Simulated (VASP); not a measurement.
# Bi (P6_3/mmc) in VASP: further runs

The runs below take Bi through single point, with PBEsol.

Everything below comes from runs of VASP 6.6.1. Logs are shortened: lines on timing, memory, paths and dates and some standing lists are left out, and cuts for length are marked.

### Step 1. The cell of the first run

The structure is hexagonal, space group P6_3/mmc (No. 194). Conventional cell: a = 4.403 Å, b = 4.403 Å, c = 11.474 Å, α = 90.00°, β = 90.00°, γ = 120.00°. Bi (site symmetry -6m2) has 6 Bi at 4.40 Å within 5.8 Å.

### Step 2. Single point, PBEsol (strain -0.030 along x and y, -0.030 along z)

Contents of INCAR:

```
PREC     = Accurate       # precision mode
ENCUT    = 520            # plane-wave cutoff, eV
EDIFF    = 1E-7           # SCF threshold, eV
ISMEAR   = 0              # smearing method
SIGMA    = 0.15           # smearing width, eV
LREAL    = False          # projectors in reciprocal space
LASPH    = True           # aspherical terms in the spheres
NELM     = 80             # most SCF steps
ALGO     = Fast           # electronic algorithm
ISIF     = 2              # what is computed and relaxed
LWAVE    = False          # write WAVECAR
LCHARG   = False          # write CHGCAR
GGA      = PS             # functional
NBANDS   = 22             # bands
```

Contents of KPOINTS:

```
regular mesh
0
Gamma
  12 12 4
```

Contents of POSCAR:

```
Bi
1.0
    4.4028302907      0.0000000000      0.0000000000
   -2.2014151454      3.8129628803      0.0000000000
    0.0000000000      0.0000000000     11.4741300000
Bi
2
Direct
    0.3333333333      0.6666666667      0.2500000000
    0.6666666667      0.3333333333      0.7500000000
```

Potentials or basis: VASP PAW PBE potentials, release 64 (Bi_d).

Started as:

```sh
$ cat potpaw_PBE.64/Bi_d/POTCAR > POTCAR
$ mpirun -np 1 vasp_std > vasp.out
```

OUTCAR:

```text
PREC = Accurate
   ENCUT = 520
   EDIFF = 1E-7
   ISMEAR = 0
   LREAL = False
   LASPH = True
   NELM = 80
   ISIF = 2
   GGA = PS

 ion  position               nearest neighbor table
   1  0.333  0.667  0.250-
   2  0.667  0.333  0.750-

  LATTYP: Found a hexagonal cell.
 ALAT       =     4.4028302907
 C/A-ratio  =     2.6060804624

  Lattice vectors:

 A1 = (   4.4028302907,   0.0000000000,   0.0000000000)
 A2 = (  -2.2014151454,   3.8129628803,   0.0000000000)
 A3 = (   0.0000000000,   0.0000000000,  11.4741300000)

Analysis of symmetry for initial positions (statically):
=====================================================================
 Subroutine PRICEL returns:
 Original cell was already a primitive cell.

 Routine SETGRP: Setting up the symmetry group for a
 hexagonal supercell.

 Subroutine GETGRP returns: Found 24 space group operations
 (whereof 12 operations were pure point group operations)
 out of a pool of 24 trial point group operations.

The static configuration has the point symmetry D_3d.
 The point group associated with its full space group is D_6h.

Analysis of symmetry for dynamics (positions and initial velocities):
=====================================================================
 Subroutine PRICEL returns:
 Original cell was already a primitive cell.

 Routine SETGRP: Setting up the symmetry group for a
 hexagonal supercell.

 Subroutine GETGRP returns: Found 24 space group operations
 (whereof 12 operations were pure point group operations)
 out of a pool of 24 trial point group operations.

The dynamic configuration has the point symmetry D_3d.
 The point group associated with its full space group is D_6h.

 Subroutine INISYM returns: Found 24 space group operations
 (whereof 12 operations are pure point group operations),
 and found     1 'primitive' translations

----------------------------------------------------------------------------------------

                                     Primitive cell

  volume of cell :     192.6257

  direct lattice vectors                    reciprocal lattice vectors
     4.402830291  0.000000000  0.000000000     0.227126629  0.131131620  0.000000000
    -2.201415145  3.812962880  0.000000000     0.000000000  0.262263240  0.000000000
     0.000000000  0.000000000 11.474130000     0.000000000  0.000000000  0.087152577

  length of vectors
     4.402830291  4.402830291 11.474130000     0.262263240  0.262263240  0.087152577

  position of ions in fractional coordinates (direct lattice)
     0.333333333  0.666666667  0.250000000
     0.666666667  0.333333333  0.750000000

  ion indices of the primitive-cell ions
   primitive index   ion index
                 1           1
                 2           2

----------------------------------------------------------------------------------------

 KPOINTS: regular mesh

Automatic generation of k-mesh.
 Grid dimensions read from file:
 generate k-points for:   12   12    4

 Generating k-lattice:

  Cartesian coordinates                     Fractional coordinates (reciprocal lattice)
     0.018927219  0.010927635  0.000000000     0.083333333  0.000000000  0.000000000
     0.000000000  0.021855270  0.000000000     0.000000000  0.083333333  0.000000000
     0.000000000  0.000000000  0.021788144     0.000000000  0.000000000  0.250000000

  Length of vectors
     0.021855270  0.021855270  0.021788144

  Shift w.r.t. Gamma in fractional coordinates (k-lattice)
     0.000000000  0.000000000  0.000000000

 Subroutine IBZKPT returns following result:
 ===========================================

 Found     57 irreducible k-points:

 Following reciprocal coordinates:
            Coordinates               Weight
  0.000000  0.000000  0.000000      1.000000
  0.083333  0.000000  0.000000      6.000000
  0.166667  0.000000  0.000000      6.000000
  0.250000  0.000000  0.000000      6.000000
  0.333333  0.000000  0.000000      6.000000
  0.416667  0.000000  0.000000      6.000000
[... 16 lines left out ...]
  0.250000  0.000000  0.250000     12.000000
  0.333333  0.000000  0.250000     12.000000
 [... further k-points ...]
   k-points           NKPTS =     57   k-points in BZ     NKDIM =     57   number of bands    NBANDS=     22
   number of dos      NEDOS =    301   number of ions     NIONS =      2
   total plane-waves  NPLWV = 116640
   dimension x,y,z NGX =    36 NGY =   36 NGZ =   90
   dimension x,y,z NGXF=    72 NGYF=   72 NGZF=  180
   ions per type =               2
   NGX,Y,Z   is equivalent  to a cutoff of  13.59, 13.59, 13.04 a.u.
   NGXF,Y,Z  is equivalent  to a cutoff of  27.19, 27.19, 26.08 a.u.
 SYSTEM =  unknown system
   PREC   = accura    normal or accurate (medium, high low for compatibility)
   ISTART =      0    job   : 0-new  1-cont  2-samecut
   ICHARG =      2    charge: 1-file 2-atom 10-const
   ISPIN  =      1    spin polarized calculation?
   LNONCOLLINEAR =      F non collinear calculations
   LSORBIT =      F    spin-orbit coupling
   LASPH  =      T    aspherical Exc in radial PAW
   ENCUT  =  520.0 eV  38.22 Ry    6.18 a.u.   8.19  8.19 21.33*2*pi/ulx,y,z
   NELM   =     80;   NELMIN=  2; NELMDL= -5     # of ELM steps
   EDIFF  = 0.1E-06   stopping-criterion for ELM
   LREAL  =      F    real-space projection
   EDIFFG = 0.1E-05   stopping-criterion for IOM
   NSW    =      0    number of steps for IOM
   IBRION =     -1    ionic relax: 0-MD 1-quasi-New 2-CG
   NFREE  =      0    steps in history (QN), initial steepest desc. (CG)
   ISIF   =      2    stress and relaxation
   ISYM   =      2    0-nonsym 1-usesym 2-fastsym
   POTIM  = 0.5000    time-step for ionic-motion
   TEBEG  =    0.0;   TEEND  =   0.0 temperature during run
   PSTRESS=    0.0 pullay stress
   NELECT =      30.0000    total number of electrons
   NUPDOWN=      -1.0000    fix difference up-down
   EMIN   =  10.00;   EMAX   =-10.00  energy-range for DOS
   EFERMI =   0.00;   METHOD = LEGACY
   ISMEAR =     0;   SIGMA  =   0.15  broadening in eV -4-tet -1-fermi 0-gaus
   EFERMI_NEDOS =   21; number of points for ismear=-14 and -15
   IALGO  =     68    algorithm
   IMIX   =      4    mixing-type and parameters
     AMIX     =   0.40;   BMIX     =  1.00
     AMIX_MAG =   1.60;   BMIX_MAG =  1.00
  volume/ion in A,a.u.               =      96.31       649.95
  Fermi-wavevector in a.u.,A,eV,Ry     =   0.880800  1.664470 10.555510  0.775808
  Thomas-Fermi vector in A             =   2.001209
   LORBIT       =      0    0 simple, 1 ext, 2 COOP (PROOUT), +10 PAW based schemes
   GGA     = PS    functional components
   LHFCALC =     F    Hartree Fock is set to
   AEXX    =    0.0000 exact exchange contribution
   IVDW    =     0    specifies the selected vdW correction
   LEPSILON=     F    determine dielectric tensor
   LRPA    =     F    only Hartree local field effects (RPA)
 non-spin polarized calculation
 RMM-DIIS sequential band-by-band and
 Gauss-broadening in eV      SIGMA  =   0.15
  energy-cutoff  :      520.00
  volume of cell :      192.63
 maximum number of plane-waves:      5221
 NGX is ok and might be reduce to    36
   NGX = 17   NGY = 17   NGZ = 43

 number of electron      29.9999999 magnetization

 Free energy of the ion-electron system (eV)
  ---------------------------------------------------
  ext. energy  EPLUGINS =         0.00000000
  ---------------------------------------------------
  free energy    TOTEN  =        -3.83839757 eV

  energy without entropy =       -3.75774648  energy(sigma->0) =       -3.79807202

 E-fermi :  -0.7794     XC(G=0):  -5.7288

 val. band max:       -0.7962022353   @ k =   0.4167   0.0000   0.2500
 cond. band min:      -0.7685620283   @ k =   0.1667   0.1667   0.0000
 fundamental gap:      0.0276402070
 Fermi energy:        -0.7794175060

 k-point     1 :       0.0000    0.0000    0.0000
  band No.  band energies     occupation
      1     -23.5803      2.00000
      2     -23.5803      2.00000
      3     -23.5803      2.00000
      4     -23.5803      2.00000
      5     -23.5704      2.00000
      6     -23.5703      2.00000
[... 14 lines left out ...]
     21       5.0358      0.00000
     22       5.3242      0.00000

 k-point     2 :       0.0833    0.0000    0.0000
  band No.  band energies     occupation
      1     -23.5803      2.00000
      2     -23.5803      2.00000
      3     -23.5796      2.00000
      4     -23.5796      2.00000
      5     -23.5700      2.00000
      6     -23.5699      2.00000
[... 14 lines left out ...]
     21       5.2961      0.00000
     22       5.3353      0.00000

 k-point     3 :       0.1667    0.0000    0.0000
  band No.  band energies     occupation
      1     -23.5804      2.00000
      2     -23.5804      2.00000
      3     -23.5776      2.00000
      4     -23.5776      2.00000
      5     -23.5693      2.00000
      6     -23.5693      2.00000
[... 14 lines left out ...]
     21       5.1815      0.00000
     22       5.7821      0.00000

 k-point     4 :       0.2500    0.0000    0.0000
  band No.  band energies     occupation
      1     -23.5806      2.00000
      2     -23.5806      2.00000
      3     -23.5750      2.00000
      4     -23.5750      2.00000
      5     -23.5702      2.00000
      6     -23.5702      2.00000
[... 14 lines left out ...]
     21       5.1054      0.00000
     22       5.5528      0.00000

 k-point     5 :       0.3333    0.0000    0.0000
  band No.  band energies     occupation
      1     -23.5810      2.00000
      2     -23.5810      2.00000
      3     -23.5723      2.00000
      4     -23.5723      2.00000
      5     -23.5712      2.00000
      6     -23.5712      2.00000
[... 417 lines left out ...]
 k-point    22 :       0.1667    0.0000    0.2500
  band No.  band energies     occupation
      1     -23.5804      2.00000
      2     -23.5804      2.00000
      3     -23.5776      2.00000
      4     -23.5776      2.00000
      5     -23.5693      2.00000
      6     -23.5693      2.00000
[... 14 lines left out ...]
     21       5.4854      0.00000
     22       5.7496      0.00000

 k-point    23 :       0.2500    0.0000    0.2500
  band No.  band energies     occupation
      1     -23.5806      2.00000
      2     -23.5806      2.00000
      3     -23.5750      2.00000
      4     -23.5750      2.00000
      5     -23.5702      2.00000
      6     -23.5702      2.00000
[... 14 lines left out ...]
     21       5.2611      0.00000
     22       5.5123      0.00000

 k-point    24 :       0.3333    0.0000    0.2500
  band No.  band energies     occupation
      1     -23.5810      2.00000
      2     -23.5810      2.00000
      3     -23.5723      2.00000
      4     -23.5723      2.00000
      5     -23.5712      2.00000
      6     -23.5711      2.00000
[... 14 lines left out ...]
     21       4.8702      0.00000
     22       5.1433      0.00000

 [... further k-points ...]

------------------------ aborting loop because EDIFF is reached ----------------------------------------

  FORCE on cell =-STRESS in cart. coord.  units (eV):
  Direction    XX          YY          ZZ          XY          YZ          ZX
  --------------------------------------------------------------------------------------
  -------------------------------------------------------------------------------------
  Total       -6.9757399     -6.9757399     -0.6365573      0.0000000     -0.0000000      0.0000000
  in kB      -58.0211822    -58.0211822     -5.2946077      0.0000000     -0.0000000      0.0000000
  external PRESSURE =     -40.4456574 kB  Pullay stress =       0.0000000 kB

 VOLUME and BASIS-vectors are now :
 -----------------------------------------------------------------------------
  energy-cutoff  :      520.00
  volume of cell :      192.63
      direct lattice vectors                 reciprocal lattice vectors
     4.402830291  0.000000000  0.000000000     0.227126629  0.131131620  0.000000000
    -2.201415145  3.812962880  0.000000000     0.000000000  0.262263240  0.000000000
     0.000000000  0.000000000 11.474130000     0.000000000  0.000000000  0.087152577

 POSITION                                       TOTAL-FORCE (eV/Angst)
 -----------------------------------------------------------------------------------
     -0.00000      2.54198      2.86853        -0.000000      0.000000      0.000000
      2.20142      1.27099      8.60560         0.000000     -0.000000      0.000000
 -----------------------------------------------------------------------------------
    total drift:                               -0.000000      0.000000     -0.000000

  FREE ENERGIE OF THE ION-ELECTRON SYSTEM (eV)
  ---------------------------------------------------
  free  energy   TOTEN  =        -3.8383975718 eV

  energy  without entropy=       -3.7577464767  energy(sigma->0) =       -3.79807202
```

It took 3.1 min on 1 thread of AMD EPYC 9R45 (Zen 5), shared host; peak memory 0.4 GiB.

What came out:

```yaml
Free_energy: -3.8384 eV
Pressure: -4.0 GPa
Band_gap_on_the_k_mesh: zero (band 15 reaches 0.86 eV, above the bottom of band 16 at -1.65 eV)
```

Stress tensor (GPa, compression positive):
```
-5.80  0.00  0.00
 0.00 -5.80  0.00
 0.00  0.00 -0.53
```

Levels at points of the mesh, in eV from the Fermi level:
```csv
k point,band 12,band 13,band 14,band 15,band 16,band 17,band 18,band 19
"(0.00, 0.00, 0.00)",-10.43,-1.01,-0.40,1.64,1.64,1.65,1.65,3.00
"(0.50, 0.00, 0.00)",-10.01,-1.61,-1.57,0.06,0.24,0.81,0.85,4.70
"(0.00, 0.00, 0.50)",-10.44,-0.74,-0.74,1.64,1.64,1.64,1.64,3.87
"(0.50, 0.00, 0.50)",-10.01,-1.60,-1.60,0.16,0.16,0.83,0.83,4.64
```

Caveat: the cell differs from its parent crystal (strain -0.030 along x and y, -0.030 along z); the PAW data sets were made with another functional, which shifts forces and pressure a little; spin-orbit coupling is left out, which moves the levels of the heavy elements.

(Part 1 of 2 ends here.)
